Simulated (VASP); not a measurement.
Write the native input for VASP 6.6.1 that does the following.

```yaml
Task: single point
Functional: PBE
Potentials_or_basis: VASP PAW PBE potentials, release 64 (Rb_sv)
Cutoff: 520 eV
k_mesh: 10 × 10 × 10
Occupations: gaussian, width 0.05 eV
Spin: non-collinear spin, zero start, spin-orbit coupling
Starting_moments: "[[0.0, 0.0, 0.0]] μB"
Dipole_correction: no
Further_INCAR_settings: ALGO = Normal; EDIFF = 1e-07; NBANDS = 20
```

The structure of Rb lies in POSCAR:

```
Rb
1.0
    0.0000000000      3.5836242239      3.5836242239
    3.5836242239      0.0000000000      3.5836242239
    3.5836242239      3.5836242239      0.0000000000
Rb
1
Direct
    0.0000000000      0.0000000000      0.0000000000
```

This isn't the form of Rb at room conditions, which is bcc.

The input as run:

INCAR

```
PREC = Accurate ; ENCUT = 520
EDIFF = 1E-7 ; ISMEAR = 0
SIGMA = 0.05 ; LREAL = F
LASPH = T ; NELM = 150
ALGO = Normal ; ISIF = 2
LWAVE = F ; LCHARG = F
MAGMOM = 0 0 0 ; LORBIT = 11
LSORBIT = T ; GGA_COMPAT = F
LORBMOM = T ; GGA = PE
NBANDS = 20
```

KPOINTS

```
regular mesh
0
Gamma
  10 10 10
```

Potentials or basis: VASP PAW PBE potentials, release 64 (Rb_sv).

Run with:

```console
$ cat potpaw_PBE.64/Rb_sv/POTCAR > POTCAR
$ mpirun -np 1 vasp_ncl > vasp.out
```

Results of the run:

```json
{
  "Pressure": "0.0 GPa",
  "Net moment": "0.00 μB per cell",
  "Valence electrons inside the program's atomic spheres": "Rb 7.29"
}
```

Wall time 3.4 min on 1 thread of Intel(R) Xeon(R) Platinum 8259CL CPU @ 2.50GHz (Skylake/Cascade Lake), with other jobs on the host, peak memory 0.53 GiB.
